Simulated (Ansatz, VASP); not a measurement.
Bi6Te in VASP and in Ansatz

```xyz
7
Lattice="4.1671 2.4059 4.2914 -4.1671 2.4059 4.2914 0.0000 -4.8118 4.2914" Properties=species:S:1:pos:R:3 pbc="T T T"
Bi    0.0000    2.4059    4.2914
Bi   -2.0836   -1.2029    4.2914
Bi    2.0836   -1.2029    4.2914
Bi    0.0000   -2.4059    2.1457
Bi    2.0836    1.2029    2.1457
Bi   -2.0836    1.2029    2.1457
Te    0.0000    0.0000    0.0000
```

Alike in both runs: functional PBE; k mesh 3 × 3 × 3; occupations gaussian, width 0.2 eV; no spin polarisation.

Ansatz relaxed the structure, and its values are those at the end. VASP's run is a single point on that final structure, the one shown.

|  | VASP | Ansatz |
| --- | --- | --- |
| version | VASP 6.6.1 | Ansatz 0.2.0 |
| potentials or method | VASP PAW PBE potentials, release 64 (Bi_d, Te), cutoff 520 eV | scalar-relativistic, plane waves, PAW |
| valence electrons in the cell | 96 | 106 |

```csv
,VASP,Ansatz,Ansatz less VASP
gap on the k mesh at the Fermi level (eV),none,none,-
pressure (GPa),0.1,0.2,+0.06
```

A gap of «none» marks a metal or a gap that the smearing closes. VASP's potentials hold 96 valence electrons a cell and Ansatz's 106, so a difference there can come from the potentials and not from the codes.

Neither program's run includes spin-orbit coupling.
